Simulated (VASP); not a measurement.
# Tb2N (P4_2/nmc) in VASP: further runs

Tb2N is run at these levels: PBE; tasks: relaxation of cell and atoms, single point.

Program: VASP 6.6.1. These are calculated values, not measurements. Logs are shortened: lines on timing, memory, paths and dates and some standing lists are left out, and cuts for length are marked.

### Step 1. The cell of the first run

The structure is tetragonal, space group P4_2/nmc (No. 137). Conventional cell: a = 3.677 Å, b = 3.677 Å, c = 11.415 Å, α = 90.00°, β = 90.00°, γ = 90.00°. Within 3.0 Å of Tb (site symmetry 2mm) lie 2 N at 2.24 Å. Within 3.0 Å of N (site symmetry -4m2) lie 4 Tb at 2.24 Å.

The cell was generated, and may not be a known phase.

### Step 2. Relaxation of cell and atoms, PBE

INCAR

```
PREC = Accurate
ENCUT = 600
EDIFF = 1E-7
ISMEAR = 0
SIGMA = 0.1
LREAL = False
LASPH = True
NELM = 200
ALGO = Normal
ISIF = 3
LWAVE = False
LCHARG = False
GGA = PE
IBRION = 2
NSW = 100
EDIFFG = -0.01
GGA_COMPAT = False
NELMIN = 4
LMAXMIX = 6
```

KPOINTS

```
Automatic mesh
0
Gamma
  10 10 4
```

POSCAR

```
Tb2N
1.0
    3.6767951061      0.0000000000      0.0000000000
    0.0000000000      3.6767951061      0.0000000000
    0.0000000000      0.0000000000     11.4145757400
Tb N
4 2
Direct
    0.0000000000      0.5000000000      0.1115860894
    0.0000000000      0.5000000000      0.6115860894
    0.5000000000      0.0000000000      0.3884139106
    0.5000000000      0.0000000000      0.8884139106
    0.0000000000      0.0000000000      0.0000000000
    0.5000000000      0.5000000000      0.5000000000
```

Potentials or basis: VASP PAW PBE potentials, release 64 (Tb_3, N), 4f in core.

Command:

```bash
cat potpaw_PBE.64/Tb_3/POTCAR potpaw_PBE.64/N/POTCAR > POTCAR
mpirun -np 1 vasp_std > vasp.out
```

OUTCAR:

```text
PREC = Accurate
   ENCUT = 600
   EDIFF = 1E-7
   ISMEAR = 0
   LREAL = False
   LASPH = True
   NELM = 200
   ISIF = 3
   GGA = PE
   IBRION = 2
   NSW = 100
   EDIFFG = -0.01
   NELMIN = 4

 ion  position               nearest neighbor table
   1  0.000  0.500  0.112-   5 2.24   5 2.24   4 3.64   4 3.64   4 3.64   4 3.64
   2  0.000  0.500  0.612-   6 2.24   6 2.24   3 3.64   3 3.64   3 3.64   3 3.64
   3  0.500  0.000  0.388-   6 2.24   6 2.24   2 3.64   2 3.64   2 3.64   2 3.64
   4  0.500  0.000  0.888-   5 2.24   5 2.24   1 3.64   1 3.64   1 3.64   1 3.64
   5  0.000  0.000  0.000-   1 2.24   4 2.24   1 2.24   4 2.24
   6  0.500  0.500  0.500-   2 2.24   3 2.24   3 2.24   2 2.24

  LATTYP: Found a simple tetragonal cell.
 ALAT       =     3.6767951061
 C/A-ratio  =     3.1044905714

  Lattice vectors:

 A1 = (   3.6767951061,   0.0000000000,   0.0000000000)
 A2 = (   0.0000000000,   3.6767951061,   0.0000000000)
 A3 = (   0.0000000000,   0.0000000000,  11.4145757400)

Analysis of symmetry for initial positions (statically):
=====================================================================
 Subroutine PRICEL returns:
 Original cell was already a primitive cell.

 Routine SETGRP: Setting up the symmetry group for a
 simple tetragonal supercell.

 Subroutine GETGRP returns: Found 16 space group operations
 (whereof  8 operations were pure point group operations)
 out of a pool of 16 trial point group operations.

The static configuration has the point symmetry D_2d.
 The point group associated with its full space group is D_4h.

Analysis of symmetry for dynamics (positions and initial velocities):
=====================================================================
 Subroutine PRICEL returns:
 Original cell was already a primitive cell.

 Routine SETGRP: Setting up the symmetry group for a
 simple tetragonal supercell.

 Subroutine GETGRP returns: Found 16 space group operations
 (whereof  8 operations were pure point group operations)
 out of a pool of 16 trial point group operations.

The dynamic configuration has the point symmetry D_2d.
 The point group associated with its full space group is D_4h.

 Subroutine INISYM returns: Found 16 space group operations
 (whereof  8 operations are pure point group operations),
 and found     1 'primitive' translations

----------------------------------------------------------------------------------------

                                     Primitive cell

  volume of cell :     154.3116

  direct lattice vectors                    reciprocal lattice vectors
     3.676795106  0.000000000  0.000000000     0.271975993  0.000000000  0.000000000
     0.000000000  3.676795106  0.000000000     0.000000000  0.271975993  0.000000000
     0.000000000  0.000000000 11.414575740     0.000000000  0.000000000  0.087607286

  length of vectors
     3.676795106  3.676795106 11.414575740     0.271975993  0.271975993  0.087607286

  position of ions in fractional coordinates (direct lattice)
     0.000000000  0.500000000  0.111586089
     0.000000000  0.500000000  0.611586089
     0.500000000  0.000000000  0.388413911
     0.500000000  0.000000000  0.888413911
     0.000000000  0.000000000  0.000000000
     0.500000000  0.500000000  0.500000000

  ion indices of the primitive-cell ions
   primitive index   ion index
                 1           1
                 2           2
                 3           3
                 4           4
                 5           5
                 6           6

----------------------------------------------------------------------------------------

 KPOINTS: Automatic mesh

Automatic generation of k-mesh.
 Grid dimensions read from file:
 generate k-points for:   10   10    4

 Generating k-lattice:

  Cartesian coordinates                     Fractional coordinates (reciprocal lattice)
     0.027197599  0.000000000  0.000000000     0.100000000  0.000000000  0.000000000
     0.000000000  0.027197599  0.000000000     0.000000000  0.100000000  0.000000000
     0.000000000  0.000000000  0.021901821     0.000000000  0.000000000  0.250000000

  Length of vectors
     0.027197599  0.027197599  0.021901821

  Shift w.r.t. Gamma in fractional coordinates (k-lattice)
     0.000000000  0.000000000  0.000000000

 Subroutine IBZKPT returns following result:
 ===========================================

 Found     63 irreducible k-points:

 Following reciprocal coordinates:
            Coordinates               Weight
  0.000000  0.000000  0.000000      1.000000
  0.100000  0.000000  0.000000      4.000000
  0.200000  0.000000  0.000000      4.000000
  0.300000  0.000000  0.000000      4.000000
  0.400000  0.000000  0.000000      4.000000
  0.500000  0.000000  0.000000      2.000000
[... 16 lines left out ...]
  0.100000  0.000000  0.250000      8.000000
  0.200000  0.000000  0.250000      8.000000
 [... further k-points ...]
   k-points           NKPTS =     63   k-points in BZ     NKDIM =     63   number of bands    NBANDS=     27
   number of dos      NEDOS =    301   number of ions     NIONS =      6
   total plane-waves  NPLWV =  86400
   dimension x,y,z NGX =    30 NGY =   30 NGZ =   96
   dimension x,y,z NGXF=    60 NGYF=   60 NGZF=  192
   ions per type =               4   2
   NGX,Y,Z   is equivalent  to a cutoff of  13.56, 13.56, 13.98 a.u.
   NGXF,Y,Z  is equivalent  to a cutoff of  27.13, 27.13, 27.96 a.u.
 SYSTEM =  unknown system
   PREC   = accura    normal or accurate (medium, high low for compatibility)
   ISTART =      0    job   : 0-new  1-cont  2-samecut
   ICHARG =      2    charge: 1-file 2-atom 10-const
   ISPIN  =      1    spin polarized calculation?
   LNONCOLLINEAR =      F non collinear calculations
   LSORBIT =      F    spin-orbit coupling
   LASPH  =      T    aspherical Exc in radial PAW
   ENCUT  =  600.0 eV  44.10 Ry    6.64 a.u.   7.34  7.34 22.80*2*pi/ulx,y,z
   NELM   =    200;   NELMIN=  4; NELMDL= -5     # of ELM steps
   EDIFF  = 0.1E-06   stopping-criterion for ELM
   LREAL  =      F    real-space projection
   EDIFFG = -.1E-01   stopping-criterion for IOM
   NSW    =    100    number of steps for IOM
   IBRION =      2    ionic relax: 0-MD 1-quasi-New 2-CG
   NFREE  =      1    steps in history (QN), initial steepest desc. (CG)
   ISIF   =      3    stress and relaxation
   ISYM   =      2    0-nonsym 1-usesym 2-fastsym
   POTIM  = 0.5000    time-step for ionic-motion
   TEBEG  =    0.0;   TEEND  =   0.0 temperature during run
   PSTRESS=    0.0 pullay stress
   NELECT =      46.0000    total number of electrons
   NUPDOWN=      -1.0000    fix difference up-down
   EMIN   =  10.00;   EMAX   =-10.00  energy-range for DOS
   EFERMI =   0.00;   METHOD = LEGACY
   ISMEAR =     0;   SIGMA  =   0.10  broadening in eV -4-tet -1-fermi 0-gaus
   EFERMI_NEDOS =   21; number of points for ismear=-14 and -15
   IALGO  =     38    algorithm
   IMIX   =      4    mixing-type and parameters
     AMIX     =   0.40;   BMIX     =  1.00
     AMIX_MAG =   1.60;   BMIX_MAG =  1.00
  volume/ion in A,a.u.               =      25.72       173.56
  Fermi-wavevector in a.u.,A,eV,Ry     =   1.093607  2.066617 16.272241  1.195976
  Thomas-Fermi vector in A             =   2.229895
   LORBIT       =      0    0 simple, 1 ext, 2 COOP (PROOUT), +10 PAW based schemes
   GGA     = PE    functional components
   LHFCALC =     F    Hartree Fock is set to
   AEXX    =    0.0000 exact exchange contribution
   IVDW    =     0    specifies the selected vdW correction
   LEPSILON=     F    determine dielectric tensor
   LRPA    =     F    only Hartree local field effects (RPA)
 conjugate gradient relaxation of ions
 non-spin polarized calculation
 Gauss-broadening in eV      SIGMA  =   0.10
  energy-cutoff  :      600.00
  volume of cell :      154.31
 maximum number of plane-waves:      5206
 NGX is ok and might be reduce to    30
   NGX = 15   NGY = 15   NGZ = 45

--------------------------------------- Ionic step        1  -------------------------------------------

 number of electron      46.0000003 magnetization

 Free energy of the ion-electron system (eV)
  ---------------------------------------------------
  ext. energy  EPLUGINS =         0.00000000
  ---------------------------------------------------
  free energy    TOTEN  =       -40.24967570 eV

  energy without entropy =      -40.23111600  energy(sigma->0) =      -40.24039585

------------------------ aborting loop because EDIFF is reached ----------------------------------------

  FORCE on cell =-STRESS in cart. coord.  units (eV):
  Direction    XX          YY          ZZ          XY          YZ          ZX
  --------------------------------------------------------------------------------------
  -------------------------------------------------------------------------------------
  Total        0.5203551      0.5203551      0.6465471      0.0000000      0.0000000      0.0000000
  in kB        5.4027116      5.4027116      6.7129301      0.0000000      0.0000000      0.0000000
  external PRESSURE =       5.8394511 kB  Pullay stress =       0.0000000 kB
[... 185 lines left out ...]
  energy  without entropy=      -40.2344242105  energy(sigma->0) =      -40.24370429

--------------------------------------- Ionic step        6  -------------------------------------------

 number of electron      46.0000004 magnetization

 Free energy of the ion-electron system (eV)
  ---------------------------------------------------
  ext. energy  EPLUGINS =         0.00000000
  ---------------------------------------------------
  free energy    TOTEN  =       -40.25333276 eV

  energy without entropy =      -40.23454207  energy(sigma->0) =      -40.24393741

 E-fermi :   2.8375     XC(G=0):  -9.4828

 val. band max:        2.8351163975   @ k =   0.4000   0.3000   0.0000
 cond. band min:       2.8462427571   @ k =   0.2000   0.1000   0.2500
 fundamental gap:      0.0111263596
 Fermi energy:         2.8374977502

 k-point     1 :       0.0000    0.0000    0.0000
  band No.  band energies     occupation
      1     -19.8952      2.00000
      2     -19.7978      2.00000
      3     -19.4477      2.00000
      4     -19.4477      2.00000
      5     -19.4324      2.00000
      6     -19.4226      2.00000
[... 709 lines left out ...]
     26       3.8898      0.00000
     27       4.8672      0.00000

 [... further k-points ...]
[... 5 lines left out ...]
  --------------------------------------------------------------------------------------
  -------------------------------------------------------------------------------------
  Total        0.0207576      0.0207576     -0.0084119      0.0000000     -0.0000000      0.0000000
  in kB        0.2149143      0.2149143     -0.0870927      0.0000000     -0.0000000      0.0000000
  external PRESSURE =       0.1142453 kB  Pullay stress =       0.0000000 kB
[... 21 lines left out ...]
  FREE ENERGIE OF THE ION-ELECTRON SYSTEM (eV)
  ---------------------------------------------------
  free  energy   TOTEN  =       -40.2533327598 eV

  energy  without entropy=      -40.2345420666  energy(sigma->0) =      -40.24393741

 reached required accuracy - stopping structural energy minimisation
```

It took 15 min on 1 thread of AMD EPYC 7R13 (Zen 3), shared host; peak memory 0.45 GiB.

Results:

```yaml
Free_energy: -40.2533 eV
Relaxed_volume: 25.79 Å³/atom
Relaxed_cell: a = 3.677 Å, b = 3.677 Å, c = 11.448 Å, α = 90.00°, β = 90.00°, γ = 90.00°
Space_group_after_relaxing_to_0.1_Å: P4_2/nmc (No. 137)
Energy_gained_by_relaxing: 0.6 meV/atom
Ionic_steps: 6
Pressure_after_relaxing: 0.0 GPa
Largest_force_after_relaxing: 0.004 eV/Å
Band_gap_on_the_k_mesh: zero (bands 23 and 24 overlap by 1.62 eV)
```

Forces on the atoms (eV/Å):
```
Tb   0.000  0.000  0.004
Tb   0.000  0.000  0.004
Tb   0.000  0.000 -0.004
Tb   0.000  0.000 -0.004
N    0.000  0.000  0.000
N    0.000  0.000  0.000
```

The path:
```
step  energy change (eV)  largest force (eV/Å)  pressure (GPa)  volume (Å³)
   1              0.0000                0.1388            0.58       154.31
   2             -0.0006                0.0574           -0.66       156.41
   3             -0.0030                0.0337           -0.08       155.42
   4             -0.0030                0.0358           -0.06       155.40
   5             -0.0033                0.0271           -0.04       155.22
   6             -0.0037                0.0039            0.01       154.75
```

Final structure:
```xyz
6
Lattice="3.6766 0.0000 0.0000 0.0000 3.6766 0.0000 0.0000 0.0000 11.4482" Properties=species:S:1:pos:R:3 pbc="T T T"
Tb    0.0000    1.8383    1.2871
Tb    0.0000    1.8383    7.0112
Tb    1.8383    0.0000    4.4370
Tb    1.8383    0.0000   10.1611
N     0.0000    0.0000   11.4482
N     1.8383    1.8383    5.7241
```

Caveat: spin-orbit coupling is left out, which moves the levels of the heavy elements; the 4f electrons are frozen in the core, so they carry no moment and show no levels; the run has no spin polarisation, though such a crystal can be magnetic. Spin polarisation is off, so any magnetic state and its effect on volume and gap are missing.

[end of part 1 of 3]

The gap in the log of VASP goes by the Fermi energy; the results here count the filled bands.